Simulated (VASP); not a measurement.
# As (R-3m) in VASP: a series of runs

The runs below take As through single point, with PBEsol+D3(BJ), PBEsol.

Program: VASP 6.6.1. These are calculated values, not measurements. Logs are shortened: lines on timing, memory, paths and dates and some standing lists are left out, and cuts for length are marked.

## Step 1: The cell of the first run

It takes space group R-3m (No. 166, trigonal). The conventional cell has a = 3.746 Å, b = 3.746 Å, c = 9.756 Å, α = 90.00°, β = 90.00°, γ = 120.00°. Within 3.3 Å of As (site symmetry 3m) lie 6 As at 2.52 to 2.92 Å.

## Step 2: Single point, PBEsol+D3(BJ)

Contents of INCAR:

```
  PREC = Accurate
  ENCUT = 510
  EDIFF = 1E-6
  ISMEAR = 0
  SIGMA = 0.1
  LREAL = False
  LASPH = True
  NELM = 120
  ALGO = Normal
  ISIF = 2
  LWAVE = False
  LCHARG = False
  GGA = PS
  IVDW = 12
  NBANDS = 22
  GGA_COMPAT = False
```

Contents of KPOINTS:

```
regular mesh
0
Gamma
  15 15 15
```

Contents of POSCAR:

```
As
1.0
    1.8729397496      1.0813422686      3.2518394320
   -1.8729397496      1.0813422686      3.2518394320
    0.0000000000     -2.1626845372      3.2518394320
As
2
Direct
    0.7672823373      0.7672823373      0.7672823373
    0.2327176627      0.2327176627      0.2327176627
```

Potentials or basis: VASP PAW PBE potentials, release 64 (As_d).

Launch:

```
$ cat potpaw_PBE.64/As_d/POTCAR > POTCAR
$ mpirun -np 1 vasp_std > vasp.out
```

OUTCAR:

```text
PREC = Accurate
   ENCUT = 510
   EDIFF = 1E-6
   ISMEAR = 0
   LREAL = False
   LASPH = True
   NELM = 120
   ISIF = 2
   GGA = PS
   IVDW = 12
 IVDW          = 12

 ion  position               nearest neighbor table
   1  0.767  0.767  0.767-   2 2.52   2 2.52   2 2.52   2 2.92   2 2.92   2 2.92
   2  0.233  0.233  0.233-   1 2.52   1 2.52   1 2.52   1 2.92   1 2.92   1 2.92

  LATTYP: Found a trigonal (rhomboedric) cell.
 ALAT       =     3.9053378982
 COS(alpha) =     0.5399973035

  Lattice vectors:

 A1 = (   1.8729397496,   1.0813422686,   3.2518394320)
 A2 = (  -1.8729397496,   1.0813422686,   3.2518394320)
 A3 = (   0.0000000000,  -2.1626845372,   3.2518394320)

Analysis of symmetry for initial positions (statically):
=====================================================================
 Subroutine PRICEL returns:
 Original cell was already a primitive cell.

 Routine SETGRP: Setting up the symmetry group for a
 trigonal (rhombohedral) supercell.

 Subroutine GETGRP returns: Found 12 space group operations
 (whereof 12 operations were pure point group operations)
 out of a pool of 12 trial point group operations.

The static configuration has the point symmetry D_3d.

Analysis of symmetry for dynamics (positions and initial velocities):
=====================================================================
 Subroutine PRICEL returns:
 Original cell was already a primitive cell.

 Routine SETGRP: Setting up the symmetry group for a
 trigonal (rhombohedral) supercell.

 Subroutine GETGRP returns: Found 12 space group operations
 (whereof 12 operations were pure point group operations)
 out of a pool of 12 trial point group operations.

The dynamic configuration has the point symmetry D_3d.

 Subroutine INISYM returns: Found 12 space group operations
 (whereof 12 operations are pure point group operations),
 and found     1 'primitive' translations

----------------------------------------------------------------------------------------

                                     Primitive cell

  volume of cell :      39.5155

  direct lattice vectors                    reciprocal lattice vectors
     1.872939750  1.081342269  3.251839432     0.266960002  0.154129429  0.102506086
    -1.872939750  1.081342269  3.251839432    -0.266960002  0.154129429  0.102506086
     0.000000000 -2.162684537  3.251839432     0.000000000 -0.308258858  0.102506086

  length of vectors
     3.905337898  3.905337898  3.905337898     0.324855386  0.324855386  0.324855386

  position of ions in fractional coordinates (direct lattice)
     0.767282337  0.767282337  0.767282337
     0.232717663  0.232717663  0.232717663

  ion indices of the primitive-cell ions
   primitive index   ion index
                 1           1
                 2           2

----------------------------------------------------------------------------------------

 KPOINTS: regular mesh

Automatic generation of k-mesh.
 Grid dimensions read from file:
 generate k-points for:   15   15   15

 Generating k-lattice:

  Cartesian coordinates                     Fractional coordinates (reciprocal lattice)
     0.017797333  0.010275295  0.006833739     0.066666667  0.000000000  0.000000000
    -0.017797333  0.010275295  0.006833739     0.000000000  0.066666667  0.000000000
     0.000000000 -0.020550591  0.006833739     0.000000000  0.000000000  0.066666667

  Length of vectors
     0.021657026  0.021657026  0.021657026

  Shift w.r.t. Gamma in fractional coordinates (k-lattice)
     0.000000000  0.000000000  0.000000000

 Subroutine IBZKPT returns following result:
 ===========================================

 Found    344 irreducible k-points:

 Following reciprocal coordinates:
            Coordinates               Weight
  0.000000  0.000000  0.000000      1.000000
  0.066667 -0.000000  0.000000      6.000000
  0.133333  0.000000  0.000000      6.000000
  0.200000  0.000000  0.000000      6.000000
  0.266667  0.000000  0.000000      6.000000
  0.333333 -0.000000 -0.000000      6.000000
[... 16 lines left out ...]
  0.133333  0.133333  0.000000      6.000000
  0.200000  0.133333 -0.000000     12.000000
 [... further k-points ...]
   k-points           NKPTS =    344   k-points in BZ     NKDIM =    344   number of bands    NBANDS=     22
   number of dos      NEDOS =    301   number of ions     NIONS =      2
   total plane-waves  NPLWV =  27000
   dimension x,y,z NGX =    30 NGY =   30 NGZ =   30
   dimension x,y,z NGXF=    60 NGYF=   60 NGZF=   60
   ions per type =               2
   NGX,Y,Z   is equivalent  to a cutoff of  12.77, 12.77, 12.77 a.u.
   NGXF,Y,Z  is equivalent  to a cutoff of  25.54, 25.54, 25.54 a.u.
 SYSTEM =  unknown system
   PREC   = accura    normal or accurate (medium, high low for compatibility)
   ISTART =      0    job   : 0-new  1-cont  2-samecut
   ICHARG =      2    charge: 1-file 2-atom 10-const
   ISPIN  =      1    spin polarized calculation?
   LNONCOLLINEAR =      F non collinear calculations
   LSORBIT =      F    spin-orbit coupling
   LASPH  =      T    aspherical Exc in radial PAW
   ENCUT  =  510.0 eV  37.48 Ry    6.12 a.u.   7.19  7.19  7.19*2*pi/ulx,y,z
   NELM   =    120;   NELMIN=  2; NELMDL= -5     # of ELM steps
   EDIFF  = 0.1E-05   stopping-criterion for ELM
   LREAL  =      F    real-space projection
   EDIFFG = 0.1E-04   stopping-criterion for IOM
   NSW    =      0    number of steps for IOM
   IBRION =     -1    ionic relax: 0-MD 1-quasi-New 2-CG
   NFREE  =      0    steps in history (QN), initial steepest desc. (CG)
   ISIF   =      2    stress and relaxation
   ISYM   =      2    0-nonsym 1-usesym 2-fastsym
   POTIM  = 0.5000    time-step for ionic-motion
   TEBEG  =    0.0;   TEEND  =   0.0 temperature during run
   PSTRESS=    0.0 pullay stress
   NELECT =      30.0000    total number of electrons
   NUPDOWN=      -1.0000    fix difference up-down
   EMIN   =  10.00;   EMAX   =-10.00  energy-range for DOS
   EFERMI =   0.00;   METHOD = LEGACY
   ISMEAR =     0;   SIGMA  =   0.10  broadening in eV -4-tet -1-fermi 0-gaus
   EFERMI_NEDOS =   21; number of points for ismear=-14 and -15
   IALGO  =     38    algorithm
   IMIX   =      4    mixing-type and parameters
     AMIX     =   0.40;   BMIX     =  1.00
     AMIX_MAG =   1.60;   BMIX_MAG =  1.00
  volume/ion in A,a.u.               =      19.76       133.33
  Fermi-wavevector in a.u.,A,eV,Ry     =   1.493457  2.822225 30.346634  2.230415
  Thomas-Fermi vector in A             =   2.605855
   LORBIT       =      0    0 simple, 1 ext, 2 COOP (PROOUT), +10 PAW based schemes
   GGA     = PS    functional components
   LHFCALC =     F    Hartree Fock is set to
   AEXX    =    0.0000 exact exchange contribution
   IVDW    =    12    specifies the selected vdW correction
   LEPSILON=     F    determine dielectric tensor
   LRPA    =     F    only Hartree local field effects (RPA)
 non-spin polarized calculation
 Gauss-broadening in eV      SIGMA  =   0.10
  energy-cutoff  :      510.00
  volume of cell :       39.52
 maximum number of plane-waves:      1050
 NGX is ok and might be reduce to    30
   NGX = 15   NGY = 15   NGZ = 15

 number of electron      30.0000014 magnetization

 Free energy of the ion-electron system (eV)
  ---------------------------------------------------
  ext. energy  EPLUGINS =         0.00000000
  ---------------------------------------------------
  free energy    TOTEN  =       -10.22393829 eV

  energy without entropy =      -10.22338975  energy(sigma->0) =      -10.22366402

 E-fermi :   4.4167     XC(G=0): -11.3277

 val. band max:        4.3395466750   @ k =   0.4000   0.2667   0.2667
 cond. band min:       4.4387202841   @ k =   0.4000   0.0667   0.0667
 fundamental gap:      0.0991736091
 Fermi energy:         4.4167297778

 k-point     1 :       0.0000    0.0000    0.0000
  band No.  band energies     occupation
      1     -31.8754      2.00000
      2     -31.8754      2.00000
      3     -31.8235      2.00000
      4     -31.8235      2.00000
      5     -31.7997      2.00000
      6     -31.7501      2.00000
[... 14 lines left out ...]
     21      11.0748      0.00000
     22      12.9620      0.00000

 k-point     2 :       0.0667   -0.0000    0.0000
  band No.  band energies     occupation
      1     -31.8743      2.00000
      2     -31.8738      2.00000
      3     -31.8229      2.00000
      4     -31.8225      2.00000
      5     -31.7990      2.00000
      6     -31.7509      2.00000
[... 14 lines left out ...]
     21      10.8166      0.00000
     22      13.4324      0.00000

 k-point     3 :       0.1333    0.0000    0.0000
  band No.  band energies     occupation
      1     -31.8712      2.00000
      2     -31.8692      2.00000
      3     -31.8212      2.00000
      4     -31.8196      2.00000
      5     -31.7972      2.00000
      6     -31.7530      2.00000
[... 14 lines left out ...]
     21      10.7671      0.00000
     22      14.5364      0.00000

 k-point     4 :       0.2000    0.0000    0.0000
  band No.  band energies     occupation
      1     -31.8664      2.00000
      2     -31.8618      2.00000
      3     -31.8185      2.00000
      4     -31.8149      2.00000
      5     -31.7941      2.00000
      6     -31.7565      2.00000
[... 14 lines left out ...]
     21      11.2907      0.00000
     22      15.9637      0.00000

 k-point     5 :       0.2667    0.0000    0.0000
  band No.  band energies     occupation
      1     -31.8604      2.00000
      2     -31.8520      2.00000
      3     -31.8153      2.00000
      4     -31.8089      2.00000
      5     -31.7902      2.00000
      6     -31.7610      2.00000
[... 14 lines left out ...]
     21      12.1306      0.00000
     22      17.5030      0.00000

 k-point     6 :       0.3333   -0.0000   -0.0000
  band No.  band energies     occupation
      1     -31.8542      2.00000
      2     -31.8405      2.00000
      3     -31.8118      2.00000
      4     -31.8019      2.00000
      5     -31.7858      2.00000
      6     -31.7664      2.00000
[... 14 lines left out ...]
     21      13.2176      0.00000
     22      17.6845      0.00000

 k-point     7 :       0.4000    0.0000    0.0000
  band No.  band energies     occupation
      1     -31.8487      2.00000
      2     -31.8288      2.00000
      3     -31.8083      2.00000
      4     -31.7945      2.00000
      5     -31.7831      2.00000
      6     -31.7735      2.00000
[... 324 lines left out ...]
      6     -31.7607      2.00000
[... 14 lines left out ...]
     21      12.2997      0.00000
     22      15.2785      0.00000

 k-point    21 :      -0.1333    0.0667    0.0000
  band No.  band energies     occupation
      1     -31.8712      2.00000
      2     -31.8630      2.00000
      3     -31.8202      2.00000
      4     -31.8169      2.00000
      5     -31.7953      2.00000
      6     -31.7559      2.00000
[... 14 lines left out ...]
     21      11.4456      0.00000
     22      14.0641      0.00000

 k-point    22 :      -0.0667    0.0667    0.0000
  band No.  band energies     occupation
      1     -31.8738      2.00000
      2     -31.8698      2.00000
      3     -31.8221      2.00000
      4     -31.8205      2.00000
      5     -31.7979      2.00000
      6     -31.7526      2.00000
[... 14 lines left out ...]
     21      11.0230      0.00000
     22      13.3930      0.00000

 k-point    23 :       0.1333    0.1333    0.0000
  band No.  band energies     occupation
      1     -31.8747      2.00000
      2     -31.8635      2.00000
      3     -31.8221      2.00000
      4     -31.8180      2.00000
      5     -31.7964      2.00000
      6     -31.7544      2.00000
[... 14 lines left out ...]
     21      11.5817      0.00000
     22      13.4224      0.00000

 k-point    24 :       0.2000    0.1333   -0.0000
  band No.  band energies     occupation
      1     -31.8732      2.00000
      2     -31.8571      2.00000
      3     -31.8207      2.00000
      4     -31.8149      2.00000
      5     -31.7942      2.00000
      6     -31.7572      2.00000
[... 14 lines left out ...]
     21      12.1450      0.00000
     22      13.9648      0.00000

 [... further k-points ...]

------------------------ aborting loop because EDIFF is reached ----------------------------------------

 Edisp (eV)   -0.80049

 E8    (eV) :    -0.5139

  FORCE on cell =-STRESS in cart. coord.  units (eV):
  Direction    XX          YY          ZZ          XY          YZ          ZX
  --------------------------------------------------------------------------------------
  -------------------------------------------------------------------------------------
  Total       0.06795     0.06795     0.06579     0.00000    -0.00000     0.00000
  in kB       2.75524     2.75524     2.66742     0.00000    -0.00000     0.00000
  external pressure =        2.73 kB  Pullay stress =        0.00 kB

 VOLUME and BASIS-vectors are now :
 -----------------------------------------------------------------------------
  energy-cutoff  :      510.00
  volume of cell :       39.52
      direct lattice vectors                 reciprocal lattice vectors
     1.872939750  1.081342269  3.251839432     0.266960002  0.154129429  0.102506086
    -1.872939750  1.081342269  3.251839432    -0.266960002  0.154129429  0.102506086
     0.000000000 -2.162684537  3.251839432     0.000000000 -0.308258858  0.102506086

 POSITION                                       TOTAL-FORCE (eV/Angst)
 -----------------------------------------------------------------------------------
      0.00000      0.00000      7.48524         0.000000     -0.000000     -0.006190
      0.00000      0.00000      2.27028         0.000000      0.000000      0.006190
 -----------------------------------------------------------------------------------
    total drift:                               -0.000000     -0.000000      0.000000

  FREE ENERGIE OF THE ION-ELECTRON SYSTEM (eV)
  ---------------------------------------------------
  free  energy   TOTEN  =       -11.0244299386 eV

  energy  without entropy=      -11.0238813930  energy(sigma->0) =      -11.02415567
```

Wall time 2.7 min (1 thread of Intel Xeon Platinum 8559C (Emerald Rapids), shared host); peak memory 0.34 GiB.

Results:

```
Free energy                : -11.0244 eV
Pressure                   : 0.3 GPa
Largest force              : 0.006 eV/Å
Band gap on the k mesh     : zero (bands 15 and 16 overlap by 0.24 eV)
Dispersion energy per atom : -0.400 eV
```

Forces in eV/Å, atoms in the order of the input:
```
As   0.000  0.000 -0.006
As   0.000  0.000  0.006
```

Caveat: the PAW data sets were made with another functional, which shifts forces and pressure a little.

## Step 3: Single point, PBEsol

This run uses another cell than the first one, of 20.85 Å³/atom.

Contents of INCAR:

```
SYSTEM = As
PREC     = Accurate       ! precision mode
ENCUT    = 510            ! plane-wave cutoff, eV
EDIFF    = 1E-6           ! SCF threshold, eV
ISMEAR   = 0              ! smearing method
SIGMA    = 0.1            ! smearing width, eV
LREAL    = .False.        ! projectors in reciprocal space
LASPH    = .True.         ! aspherical terms in the spheres
NELM     = 120            ! most SCF steps
ALGO     = Normal         ! electronic algorithm
ISIF     = 2              ! what is computed and relaxed
LWAVE    = .False.        ! write WAVECAR
LCHARG   = .False.        ! write CHGCAR
GGA      = PS             ! functional
NBANDS   = 22             ! bands
GGA_COMPAT= .False.
```

Contents of KPOINTS:

```
regular mesh
0
Gamma
  15 15 15
  0 0 0
```

Contents of POSCAR:

```
As
1.0
    1.8906699449      1.0915788017      3.3674589135
   -1.8906699449      1.0915788017      3.3674589135
    0.0000000000     -2.1831576033      3.3674589135
As
2
Direct
    0.7698033593      0.7698033593      0.7698033593
    0.2301966407      0.2301966407      0.2301966407
```

Potentials or basis: VASP PAW PBE potentials, release 64 (As_d).

Launch:

```
$ cat potpaw_PBE.64/As_d/POTCAR > POTCAR
$ mpirun -np 1 vasp_std > vasp.out
```

It took 3.5 min on 1 thread of AMD EPYC 7R43 (Zen 3), shared host; peak memory 0.3 GiB.

The run converged. Its results:

```
Free energy            : -10.2465 eV
Pressure               : 0.3 GPa
Largest force          : 0.006 eV/Å
Band gap on the k mesh : zero (bands 15 and 16 overlap by 0.14 eV)
```

Forces in eV/Å, atoms in the order of the input:
```
As   0.000  0.000 -0.006
As   0.000  0.000  0.006
```

Levels at points of the mesh, in eV from the Fermi level:
```tsv
k point	band 13	band 14	band 15	band 16	band 17	band 18
(0.00, 0.00, 0.00)	-2.39	-2.08	-2.08	2.09	3.12	3.12
```

Caveat: the PAW data sets were made with another functional, which shifts forces and pressure a little.

The gap in the log of VASP goes by the Fermi energy; the results here count the filled bands.